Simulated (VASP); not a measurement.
A run of VASP 6.6.1 is set up as follows.

INCAR

```
ALGO = Fast
EDIFF = 1E-6
ENCUT = 520
GGA = PS
ISIF = 2
ISMEAR = 0
LASPH = T
LCHARG = F
LREAL = F
LWAVE = F
NBANDS = 21
NELM = 80
PREC = Accurate
SIGMA = 0.15
```

The input KPOINTS:

```
k-points
0
Gamma
  20 20 12
```

Contents of POSCAR:

```
Sn
1.0
   -1.8723950223      1.8723950223      1.8723950223
    1.8723950223     -1.8723950223      1.8723950223
    3.7447900446      3.7447900446      0.0000000000
Sn
2
Direct
   -0.0667594170     -0.0667594170      0.0000000000
    0.5667594170      0.5667594170      0.5000000000
```

Potentials or basis: VASP PAW PBE potentials, release 64 (Sn_d).

Launch:

```sh
$ cat potpaw_PBE.64/Sn_d/POTCAR > POTCAR
$ mpirun -np 1 vasp_std > vasp.out
```

(1) What does it give for the pressure?

(2) Estimate the largest force.

(3) Predict the band gap on the k mesh.

Answers

(1) 0.7 GPa.

(2) 0.230 eV/Å.

(3) zero (bands 14 and 15 overlap by 6.42 eV).

Caveat: the cell differs from its parent crystal (atoms displaced along a vibrational mode); the PAW data sets were made with another functional, which shifts forces and pressure a little; spin-orbit coupling is left out, which moves the levels of the heavy elements.
